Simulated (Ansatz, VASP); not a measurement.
## SiC: VASP beside Ansatz

INCAR

```
SYSTEM = SiC
  ALGO = Normal
  EDIFF = 1E-6
  ENCUT = 520
  GGA = PE
  ISIF = 2
  ISMEAR = -1
  LASPH = .True.
  LCHARG = .False.
  LREAL = .False.
  LWAVE = .False.
  NBANDS = 11
  NELM = 80
  PREC = Accurate
  SIGMA = 0.05
```

KPOINTS

```
k-points
0
Gamma
  16 16 16
  0 0 0
```

Contents of POSCAR:

```
SiC
1.0
    0.0000000000      2.1557302287      2.1557302287
    2.1557302287      0.0000000000      2.1557302287
    2.1557302287      2.1557302287      0.0000000000
Si C
1 1
Direct
    0.0000000000      0.0000000000      0.0000000000
    0.7500000000      0.7500000000      0.7500000000
```

Input for Ansatz:

```yaml
crystal:
  lattice:
    - [0.0, 2.1557302287, 2.1557302287]
    - [2.1557302287, 0.0, 2.1557302287]
    - [2.1557302287, 2.1557302287, 0.0]
  atoms:
    - { symbol: Si, position: [0.0, 0.0, 0.0] }
    - { symbol: C, position: [0.75, 0.75, 0.75] }
kpoints:
  mp_grid: { grid: [16, 16, 16] }
scf:
  occupations: { method: fermi_dirac, width: 0.05 }
hamiltonian:
  xc: pbe
  pseudopotentials: { kind: all_electron, lapw: { basis_error: 0.00025 } }
output:
  forces: true
  stress: true
  eigenvalues: true
```

Change from the starting cell: volume scaled by 0.975.

Alike in both runs: task single point; functional PBE; k mesh 16 × 16 × 16; occupations fermi-dirac, width 0.05 eV; no spin polarisation.

|  | VASP | Ansatz |
| --- | --- | --- |
| version | VASP 6.6.1 | Ansatz 0.2.0 |
| potentials or method | VASP PAW PBE potentials, release 64 (Si, C), cutoff 520 eV | all-electron LAPW, scalar-relativistic |

```csv
,VASP,Ansatz,Ansatz less VASP
pressure (GPa),10.9,11.0,+0.07
```

Ansatz ran all-electron here, and VASP with PAW potentials.
